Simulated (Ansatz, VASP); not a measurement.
## One calculation of Al2Cu, two programs

```
CELL_PARAMETERS angstrom
-2.04460 2.04460 2.75637
2.04460 -2.04460 2.75637
2.04460 2.04460 -2.75637
ATOMIC_POSITIONS crystal
Al 0.74481 0.24481 0.50000
Al 0.25519 0.75519 0.50000
Cu 0.50000 0.50000 0.00000
```

Change from the starting cell: mode 9 frozen in at -0.030 Å, normal strain along z -0.0467.

Alike in both runs: task single point; functional PBE; k mesh 14 × 14 × 14; occupations gaussian, width 0.15 eV; no spin polarisation.

|  | VASP | Ansatz |
| --- | --- | --- |
| version | VASP 6.6.1 | Ansatz 0.2.0 |
| potentials or method | VASP PAW PBE potentials, release 64 (Al, Cu), cutoff 520 eV | scalar-relativistic, plane waves, PAW |
| valence electrons in the cell | 17 | 25 |

```csv
,VASP,Ansatz,Ansatz less VASP
gap on the k mesh at the Fermi level (eV),none,none,-
pressure (GPa),5.5,5.4,-0.09
"traceless stress, the component that is largest in VASP (GPa)",3.75,3.78,+0.030
rms of the force components (eV/Å),0.156,0.157,+0.0002
```

Atom by atom the forces differ by 0.000 eV/Å (rms over components). A gap of «none» marks a metal or a gap that the smearing closes. VASP's potentials hold 17 valence electrons a cell and Ansatz's 25, so a difference there can come from the potentials and not from the codes.
